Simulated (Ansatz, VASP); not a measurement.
## Ga2O3: VASP beside Ansatz

Contents of INCAR:

```
PREC = Accurate
ENCUT = 600
EDIFF = 1E-7
ISMEAR = 0
SIGMA = 0.02
LREAL = F
LASPH = T
NELM = 120
ALGO = Normal
ISIF = 3
LWAVE = F
LCHARG = F
GGA = PE
IVDW = 12
IBRION = 2
NSW = 100
EDIFFG = -0.002
GGA_COMPAT = F
NELMIN = 4
```

The input KPOINTS:

```
Automatic mesh
0
Gamma
  6 6 6
```

Contents of POSCAR:

```
Ga2O3
1.0
    2.4997250000      1.4432169000      4.5003166700
   -2.4997250000      1.4432169000      4.5003166700
    0.0000000000     -2.8864338000      4.5003166700
Ga O
4 6
Direct
    0.8559600000      0.8559600000      0.8559600000
    0.6440400000      0.6440400000      0.6440400000
    0.1440400000      0.1440400000      0.1440400000
    0.3559600000      0.3559600000      0.3559600000
    0.0526000000      0.4474000000      0.7500000000
    0.7500000000      0.0526000000      0.4474000000
    0.4474000000      0.7500000000      0.0526000000
    0.9474000000      0.5526000000      0.2500000000
    0.2500000000      0.9474000000      0.5526000000
    0.5526000000      0.2500000000      0.9474000000
```

Input for Ansatz:

```yaml
crystal:
  lattice:
    - [2.499725, 1.4432169, 4.50031667]
    - [-2.499725, 1.4432169, 4.50031667]
    - [0.0, -2.8864338, 4.50031667]
  atoms:
    - { symbol: Ga, position: [0.85596, 0.85596, 0.85596] }
    - { symbol: Ga, position: [0.64404, 0.64404, 0.64404] }
    - { symbol: Ga, position: [0.14404, 0.14404, 0.14404] }
    - { symbol: Ga, position: [0.35596, 0.35596, 0.35596] }
    - { symbol: O, position: [0.0526, 0.4474, 0.75] }
    - { symbol: O, position: [0.75, 0.0526, 0.4474] }
    - { symbol: O, position: [0.4474, 0.75, 0.0526] }
    - { symbol: O, position: [0.9474, 0.5526, 0.25] }
    - { symbol: O, position: [0.25, 0.9474, 0.5526] }
    - { symbol: O, position: [0.5526, 0.25, 0.9474] }
basis:
  ecutwfc: 420
kpoints:
  mp_grid: { grid: [6, 6, 6] }
hamiltonian:
  xc: pbe
  dispersion: d3bj
  pseudopotentials: { kind: paw, azcp: { folder: soft_1 } }
scf:
  occupations: { method: gaussian, width: 0.02 }
output:
  forces: true
  stress: true
  eigenvalues: true
relax:
  adjacent_minimum: "off"
  f_tol: 0.002
  max_steps: 80
  cell: { stress_tol: 0.02 }
```

Alike in both runs: task relaxation of cell and atoms; functional PBE; dispersion D3(BJ); k mesh 6 × 6 × 6; occupations gaussian, width 0.02 eV; no spin polarisation.

```csv
,VASP,Ansatz
version,VASP 6.6.1,Ansatz 0.2.0
potentials or method,"VASP PAW PBE potentials, release 64 (Ga_d, O), cutoff 600 eV","scalar-relativistic, plane waves, PAW"
valence electrons in the cell,88,88
```

VASP gave:

| Item | Value |
| --- | --- |
| gap on the k mesh at the Fermi level, each at its own relaxed structure (eV) | 2.53 |
| relaxed volume (Å³/atom) | 9.92 |
| relaxed length of the cell vector where the two differ most in proportion (Å) | 5.370 |

Estimate Ansatz's values.

gap on the k mesh at the Fermi level, each at its own relaxed structure (eV): 2.58; relaxed volume (Å³/atom): 9.89; relaxed length of the cell vector where the two differ most in proportion (Å): 5.365.
